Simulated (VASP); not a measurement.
# PmAs (Pm-3m) in VASP: notebook

PmAs is run at these levels: PBE; tasks: single point.

All numbers are computed with VASP 6.6.1; they aren't measurements. Logs are shortened: lines on timing, memory, paths and dates and some standing lists are left out, and cuts for length are marked.

## (1) The cell of the first run

The structure is cubic, space group Pm-3m (No. 221). The conventional cell has a = 3.571 Å, b = 3.571 Å, c = 3.571 Å, α = 90.00°, β = 90.00°, γ = 90.00°. Within 4.1 Å of Pm (site symmetry m-3m) lie 8 As at 3.09 Å and 6 Pm at 3.57 Å. Within 4.1 Å of As (site symmetry m-3m) lie 8 Pm at 3.09 Å and 6 As at 3.57 Å.

## (2) Single point, PBE, collinear spin, ferromagnetic start

Contents of INCAR:

```
SYSTEM = PmAs
PREC = Accurate ; ENCUT = 520
EDIFF = 1E-6 ; ISMEAR = 0
SIGMA = 0.05 ; LREAL = .FALSE.
LASPH = .TRUE. ; NELM = 150
ALGO = Normal ; ISIF = 2
LWAVE = .FALSE. ; LCHARG = .FALSE.
ISPIN = 2 ; MAGMOM = 4 0
LORBIT = 11 ; LMAXMIX = 6
GGA = PE ; NBANDS = 21
```

Contents of KPOINTS:

```
Automatic mesh
0
G
  10 10 10
  0 0 0
```

Contents of POSCAR:

```
PmAs
1.0
    3.5714887652      0.0000000000      0.0000000000
    0.0000000000      3.5714887652      0.0000000000
    0.0000000000      0.0000000000      3.5714887652
Pm As
1 1
Direct
    0.0000000000      0.0000000000      0.0000000000
    0.5000000000      0.5000000000      0.5000000000
```

Potentials or basis: VASP PAW PBE potentials, release 64 (Pm, As).

Command:

```sh
$ cat potpaw_PBE.64/Pm/POTCAR potpaw_PBE.64/As/POTCAR > POTCAR
$ mpirun -np 1 vasp_std > vasp.out
```

OUTCAR:

```text
SYSTEM = PmAs
   PREC = Accurate
   ENCUT = 520
   EDIFF = 1E-6
   ISMEAR = 0
   LREAL = .FALSE.
   LASPH = .TRUE.
   NELM = 150
   ISIF = 2
   ISPIN = 2
   LORBIT = 11
   GGA = PE

 ion  position               nearest neighbor table
   1  0.000  0.000  0.000-   2 3.09   2 3.09   2 3.09   2 3.09   2 3.09   2 3.09   2 3.09   2 3.09

   2  0.500  0.500  0.500-   1 3.09   1 3.09   1 3.09   1 3.09   1 3.09   1 3.09   1 3.09   1 3.09

  LATTYP: Found a simple cubic cell.
 ALAT       =     3.5714887652

  Lattice vectors:

 A1 = (   3.5714887652,   0.0000000000,   0.0000000000)
 A2 = (   0.0000000000,   3.5714887652,   0.0000000000)
 A3 = (   0.0000000000,   0.0000000000,   3.5714887652)

Analysis of symmetry for initial positions (statically):
=====================================================================
 Subroutine PRICEL returns:
 Original cell was already a primitive cell.

 Routine SETGRP: Setting up the symmetry group for a
 simple cubic supercell.

 Subroutine GETGRP returns: Found 48 space group operations
 (whereof 48 operations were pure point group operations)
 out of a pool of 48 trial point group operations.

The static configuration has the point symmetry O_h .

Analysis of symmetry for dynamics (positions and initial velocities):
=====================================================================
 Subroutine PRICEL returns:
 Original cell was already a primitive cell.

 Routine SETGRP: Setting up the symmetry group for a
 simple cubic supercell.

 Subroutine GETGRP returns: Found 48 space group operations
 (whereof 48 operations were pure point group operations)
 out of a pool of 48 trial point group operations.

The dynamic configuration has the point symmetry O_h .

Analysis of structural, dynamic, and magnetic symmetry:
=====================================================================
 Subroutine PRICEL returns:
 Original cell was already a primitive cell.

 Routine SETGRP: Setting up the symmetry group for a
 simple cubic supercell.

 Subroutine GETGRP returns: Found 48 space group operations
 (whereof 48 operations were pure point group operations)
 out of a pool of 48 trial point group operations.

The overall configuration has the point symmetry O_h .

 Subroutine INISYM returns: Found 48 space group operations
 (whereof 48 operations are pure point group operations),
 and found     1 'primitive' translations

----------------------------------------------------------------------------------------

                                     Primitive cell

  volume of cell :      45.5562

  direct lattice vectors                    reciprocal lattice vectors
     3.571488765  0.000000000  0.000000000     0.279995281  0.000000000  0.000000000
     0.000000000  3.571488765  0.000000000     0.000000000  0.279995281  0.000000000
     0.000000000  0.000000000  3.571488765     0.000000000  0.000000000  0.279995281

  length of vectors
     3.571488765  3.571488765  3.571488765     0.279995281  0.279995281  0.279995281

  position of ions in fractional coordinates (direct lattice)
     0.000000000  0.000000000  0.000000000
     0.500000000  0.500000000  0.500000000

  ion indices of the primitive-cell ions
   primitive index   ion index
                 1           1
                 2           2

----------------------------------------------------------------------------------------

 KPOINTS: Automatic mesh

Automatic generation of k-mesh.
 Grid dimensions read from file:
 generate k-points for:   10   10   10

 Generating k-lattice:

  Cartesian coordinates                     Fractional coordinates (reciprocal lattice)
     0.027999528  0.000000000  0.000000000     0.100000000  0.000000000  0.000000000
     0.000000000  0.027999528  0.000000000     0.000000000  0.100000000  0.000000000
     0.000000000  0.000000000  0.027999528     0.000000000  0.000000000  0.100000000

  Length of vectors
     0.027999528  0.027999528  0.027999528

  Shift w.r.t. Gamma in fractional coordinates (k-lattice)
     0.000000000  0.000000000  0.000000000

 Subroutine IBZKPT returns following result:
 ===========================================

 Found     56 irreducible k-points:

 Following reciprocal coordinates:
            Coordinates               Weight
  0.000000  0.000000  0.000000      1.000000
  0.100000  0.000000  0.000000      6.000000
  0.200000  0.000000  0.000000      6.000000
  0.300000  0.000000  0.000000      6.000000
  0.400000  0.000000  0.000000      6.000000
  0.500000  0.000000  0.000000      3.000000
[... 16 lines left out ...]
  0.200000  0.100000  0.100000     24.000000
  0.300000  0.100000  0.100000     24.000000
 [... further k-points ...]
   k-points           NKPTS =     56   k-points in BZ     NKDIM =     56   number of bands    NBANDS=     21
   number of dos      NEDOS =    301   number of ions     NIONS =      2
   total plane-waves  NPLWV =  21952
   dimension x,y,z NGX =    28 NGY =   28 NGZ =   28
   dimension x,y,z NGXF=    56 NGYF=   56 NGZF=   56
   ions per type =               1   1
   NGX,Y,Z   is equivalent  to a cutoff of  13.03, 13.03, 13.03 a.u.
   NGXF,Y,Z  is equivalent  to a cutoff of  26.07, 26.07, 26.07 a.u.
 SYSTEM =  PmAs
   PREC   = accura    normal or accurate (medium, high low for compatibility)
   ISTART =      0    job   : 0-new  1-cont  2-samecut
   ICHARG =      2    charge: 1-file 2-atom 10-const
   ISPIN  =      2    spin polarized calculation?
   LNONCOLLINEAR =      F non collinear calculations
   LSORBIT =      F    spin-orbit coupling
   LASPH  =      T    aspherical Exc in radial PAW
   ENCUT  =  520.0 eV  38.22 Ry    6.18 a.u.   6.64  6.64  6.64*2*pi/ulx,y,z
   NELM   =    150;   NELMIN=  2; NELMDL= -5     # of ELM steps
   EDIFF  = 0.1E-05   stopping-criterion for ELM
   LREAL  =      F    real-space projection
   EDIFFG = 0.1E-04   stopping-criterion for IOM
   NSW    =      0    number of steps for IOM
   IBRION =     -1    ionic relax: 0-MD 1-quasi-New 2-CG
   NFREE  =      0    steps in history (QN), initial steepest desc. (CG)
   ISIF   =      2    stress and relaxation
   ISYM   =      2    0-nonsym 1-usesym 2-fastsym
   POTIM  = 0.5000    time-step for ionic-motion
   TEBEG  =    0.0;   TEEND  =   0.0 temperature during run
   PSTRESS=    0.0 pullay stress
   NELECT =      20.0000    total number of electrons
   NUPDOWN=      -1.0000    fix difference up-down
   EMIN   =  10.00;   EMAX   =-10.00  energy-range for DOS
   EFERMI =   0.00;   METHOD = LEGACY
   ISMEAR =     0;   SIGMA  =   0.05  broadening in eV -4-tet -1-fermi 0-gaus
   EFERMI_NEDOS =   21; number of points for ismear=-14 and -15
   IALGO  =     38    algorithm
   IMIX   =      4    mixing-type and parameters
     AMIX     =   0.40;   BMIX     =  1.00
     AMIX_MAG =   1.60;   BMIX_MAG =  1.00
  volume/ion in A,a.u.               =      22.78       153.71
  Fermi-wavevector in a.u.,A,eV,Ry     =   1.244234  2.351262 21.063441  1.548119
  Thomas-Fermi vector in A             =   2.378510
   LORBIT       =     11    0 simple, 1 ext, 2 COOP (PROOUT), +10 PAW based schemes
   GGA     = PE    functional components
   LHFCALC =     F    Hartree Fock is set to
   AEXX    =    0.0000 exact exchange contribution
   IVDW    =     0    specifies the selected vdW correction
   LEPSILON=     F    determine dielectric tensor
   LRPA    =     F    only Hartree local field effects (RPA)
 spin polarized calculation
 Gauss-broadening in eV      SIGMA  =   0.05
  energy-cutoff  :      520.00
  volume of cell :       45.56
 maximum number of plane-waves:      1248
 NGX is ok and might be reduce to    28
   NGX = 13   NGY = 13   NGZ = 13

 number of electron      20.0000012 magnetization       4.1314214

 Free energy of the ion-electron system (eV)
  ---------------------------------------------------
  ext. energy  EPLUGINS =         0.00000000
  ---------------------------------------------------
  free energy    TOTEN  =       -14.47724803 eV

  energy without entropy =      -14.46208157  energy(sigma->0) =      -14.46966480

 E-fermi :   7.1145     XC(G=0): -10.8502

 val. band max:        7.1111874252   @ k =   0.2000   0.2000   0.1000
 cond. band min:       7.1203626165   @ k =   0.4000   0.3000   0.1000
 fundamental gap:      0.0091751913
 Fermi energy:         7.1145324294

 spin component 1

 k-point     1 :       0.0000    0.0000    0.0000
  band No.  band energies     occupation
      1     -31.5569      1.00000
      2     -11.6606      1.00000
      3     -11.6606      1.00000
      4     -11.6606      1.00000
      5      -4.1680      1.00000
      6       6.1868      1.00000
[... 13 lines left out ...]
     20      11.9324      0.00000
     21      11.9324      0.00000
[... 529 lines left out ...]
 k-point    24 :       0.3000    0.1000    0.1000
  band No.  band energies     occupation
      1     -31.5127      1.00000
      2     -12.1930      1.00000
      3     -11.6843      1.00000
      4     -11.6660      1.00000
      5      -3.0701      1.00000
      6       3.7871      1.00000
[... 13 lines left out ...]
     20      13.4080      0.00000
     21      15.2945      0.00000

 [... further k-points ...]

 spin component 2

 k-point     1 :       0.0000    0.0000    0.0000
  band No.  band energies     occupation
      1     -29.5742      1.00000
      2     -10.2318      1.00000
      3     -10.2318      1.00000
      4     -10.2318      1.00000
      5      -4.3367      1.00000
      6       7.0148      0.99761
[... 13 lines left out ...]
     20      12.5390      0.00000
     21      12.5390      0.00000
[... 529 lines left out ...]
 k-point    24 :       0.3000    0.1000    0.1000
  band No.  band energies     occupation
      1     -29.5229      1.00000
      2     -10.8633      1.00000
      3     -10.2578      1.00000
      4     -10.2314      1.00000
      5      -3.1923      1.00000
      6       3.8851      1.00000
[... 13 lines left out ...]
     20      13.8314      0.00000
     21      15.5723      0.00000

 [... further k-points ...]
[... 5 lines left out ...]
  --------------------------------------------------------------------------------------
  -------------------------------------------------------------------------------------
  Total        1.6744423      1.6744423      1.6744423     -0.0000000     -0.0000000      0.0000000
  in kB       58.8888257     58.8888257     58.8888257     -0.0000000     -0.0000000      0.0000000
  external PRESSURE =      58.8888257 kB  Pullay stress =       0.0000000 kB

 VOLUME and BASIS-vectors are now :
 -----------------------------------------------------------------------------
  energy-cutoff  :      520.00
  volume of cell :       45.56
      direct lattice vectors                 reciprocal lattice vectors
     3.571488765  0.000000000  0.000000000     0.279995281  0.000000000  0.000000000
     0.000000000  3.571488765  0.000000000     0.000000000  0.279995281  0.000000000
     0.000000000  0.000000000  3.571488765     0.000000000  0.000000000  0.279995281

 POSITION                                       TOTAL-FORCE (eV/Angst)
 -----------------------------------------------------------------------------------
      0.00000      0.00000      0.00000         0.000000      0.000000      0.000000
      1.78574      1.78574      1.78574         0.000000      0.000000      0.000000
 -----------------------------------------------------------------------------------
    total drift:                               -0.000000      0.000000     -0.000000

  FREE ENERGIE OF THE ION-ELECTRON SYSTEM (eV)
  ---------------------------------------------------
  free  energy   TOTEN  =       -14.4772480274 eV

  energy  without entropy=      -14.4620815738  energy(sigma->0) =      -14.46966480

 total charge

# of ion       s       p       d       f       tot
--------------------------------------------------
    1        2.014   5.553   0.497   4.331  12.395
    2        1.229   1.576   0.021   0.000   2.827
--------------------------------------------------
tot          3.243   7.129   0.518   4.331  15.222

 magnetization (x)

# of ion       s       p       d       f       tot
--------------------------------------------------
    1       -0.011   0.002   0.055   4.214   4.260
    2       -0.010  -0.197   0.003   0.000  -0.203
--------------------------------------------------
tot         -0.021  -0.194   0.058   4.214   4.057
```

Run time: 94 s. Hardware: 1 thread of AMD EPYC 7R13 (Zen 3), shared host; peak memory 0.22 GiB.

Results:

```yaml
Free_energy: -14.4772 eV
Pressure: 5.9 GPa
Net_moment: 4.13 μB per cell
Site_moments: Pm +4.26; As -0.20 μB
Valence_electrons_inside_the_program's_atomic_spheres: Pm 12.39; As 2.83
```

Caveat: the magnetic or orbital state may not be the lowest; spin-orbit coupling is left out, which moves the levels of the heavy elements; without U or exact exchange the open f shell lies at the Fermi level, which spoils levels, moments and volumes. The state reached can hang on the start; a lower one may exist.

## (3) Single point, PBE, collinear spin, ferromagnetic start

This run uses another cell than the first one, of 24.83 Å³/atom, 1.090 times its volume.

Contents of INCAR:

```
PREC = Accurate ; ENCUT = 520
EDIFF = 1E-7 ; ISMEAR = 0
SIGMA = 0.05 ; LREAL = F
LASPH = T ; NELM = 150
ALGO = Normal ; ISIF = 2
LWAVE = F ; LCHARG = F
ISPIN = 2 ; MAGMOM = 4.8 0
LORBIT = 11 ; LMAXMIX = 6
GGA = PE ; NBANDS = 21
```

Contents of KPOINTS:

```
regular mesh
0
Gamma
  10 10 10
```

Contents of POSCAR:

```
PmAs
1.0
    3.6757483555      0.0000000000      0.0000000000
    0.0000000000      3.6757483555      0.0000000000
    0.0000000000      0.0000000000      3.6757483555
Pm As
1 1
Direct
    0.0000000000      0.0000000000      0.0000000000
    0.5000000000      0.5000000000      0.5000000000
```

Potentials or basis: VASP PAW PBE potentials, release 64 (Pm, As).

Command:

```sh
$ cat potpaw_PBE.64/Pm/POTCAR potpaw_PBE.64/As/POTCAR > POTCAR
$ mpirun -np 1 vasp_std > vasp.out
```

It took 2.2 min on 1 thread of AMD EPYC 7R13 (Zen 3), shared host; peak memory 0.22 GiB.

The run converged. Its results:

| Item | Value |
| --- | --- |
| Free energy | -14.5517 eV |
| Pressure | 0.2 GPa |
| Net moment | 4.19 μB per cell |
| Site moments | Pm +4.30; As -0.18 μB |
| Valence electrons inside the program's atomic spheres | Pm 12.34; As 2.78 |

Levels at points of the mesh, in eV from the Fermi level:
Spin up:
```tsv
k point	band 9	band 10	band 11	band 12	band 13	band 14	band 15	band 16
(0.00, 0.00, 0.00)	-0.85	-0.48	-0.48	-0.04	-0.04	-0.04	1.11	1.11
(0.50, 0.00, 0.00)	-0.58	-0.58	-0.58	-0.58	-0.20	0.04	0.04	0.44
(0.50, 0.50, 0.00)	-0.68	-0.68	-0.51	-0.11	0.12	0.15	0.15	1.87
(0.50, 0.50, 0.50)	-0.77	-0.67	-0.67	-0.67	0.10	0.10	0.10	5.33
```
Spin down:
```csv
k point,band 4,band 5,band 6,band 7,band 8,band 9,band 10,band 11,band 12,band 13
"(0.00, 0.00, 0.00)",-17.46,-11.08,0.15,0.15,0.27,0.27,0.27,2.29,2.29,2.29
"(0.50, 0.00, 0.00)",-17.38,-9.67,-4.37,-0.61,-0.61,1.25,1.92,2.37,2.37,2.81
"(0.50, 0.50, 0.00)",-17.32,-9.91,-2.22,-2.22,0.53,0.70,2.46,2.46,2.52,2.88
"(0.50, 0.50, 0.50)",-17.87,-8.99,-3.71,-3.71,-3.71,2.49,2.49,2.49,2.91,2.91
```

Caveat: the magnetic or orbital state may not be the lowest; spin-orbit coupling is left out, which moves the levels of the heavy elements; without U or exact exchange the open f shell lies at the Fermi level, which spoils levels, moments and volumes. The state reached can hang on the start; a lower one may exist.
